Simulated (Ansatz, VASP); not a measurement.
**Ba: VASP beside Ansatz**

File INCAR:

```
PREC = Accurate ; ENCUT = 520
EDIFF = 1E-6 ; ISMEAR = 0
SIGMA = 0.15 ; LREAL = False
LASPH = True ; NELM = 100
ALGO = Fast ; ISIF = 2
LWAVE = False ; LCHARG = False
NBANDS = 11
```

The input KPOINTS:

```
regular mesh
0
Gamma
  14 14 8
```

Contents of POSCAR:

```
Ba
1.0
    1.9550000000     -3.6500000000     -0.0638750000
    1.9550000000      3.6500000000      0.0638750000
    0.0000000000      0.0997500000      5.7000000000
Ba
1
Direct
    0.0000000000      0.0000000000      0.0000000000
```

Input for Ansatz:

```yaml
crystal:
  lattice:
    - [1.955, -3.65, -0.063875]
    - [1.955, 3.65, 0.063875]
    - [0.0, 0.09975, 5.7]
  atoms:
    - { symbol: Ba, position: [0.0, 0.0, 0.0] }
basis:
  ecutwfc: 420
kpoints:
  mp_grid: { grid: [14, 14, 8] }
hamiltonian:
  xc: lda
scf:
  occupations: { method: gaussian, width: 0.15 }
output:
  forces: true
  stress: true
  eigenvalues: true
```

Change from the starting cell: strain +0.0350 x Voigt [0, 0, 0, 1, 0, 0], atoms carried along.

Alike in both runs: task single point; functional LDA; k mesh 14 × 14 × 8; occupations gaussian, width 0.15 eV; no spin polarisation.

```csv
,VASP,Ansatz
version,VASP 6.6.1,Ansatz 0.2.0
potentials or method,"VASP PAW LDA potentials, release 64 (Ba_sv), cutoff 520 eV","scalar-relativistic, plane waves, PAW"
valence electrons in the cell,10,10
```

```tsv
	VASP	Ansatz	Ansatz less VASP
gap on the k mesh at the Fermi level (eV)	none	none	-
pressure (GPa)	-0.3	-0.3	-0.02
traceless stress, the component that is largest in VASP (GPa)	-1.97	-1.93	+0.041
```

LDA's correlation is that of Perdew and Zunger in VASP and of Perdew and Wang (1992) in Ansatz. A gap of «none» marks a metal or a gap that the smearing closes.

Neither program's run includes spin-orbit coupling.
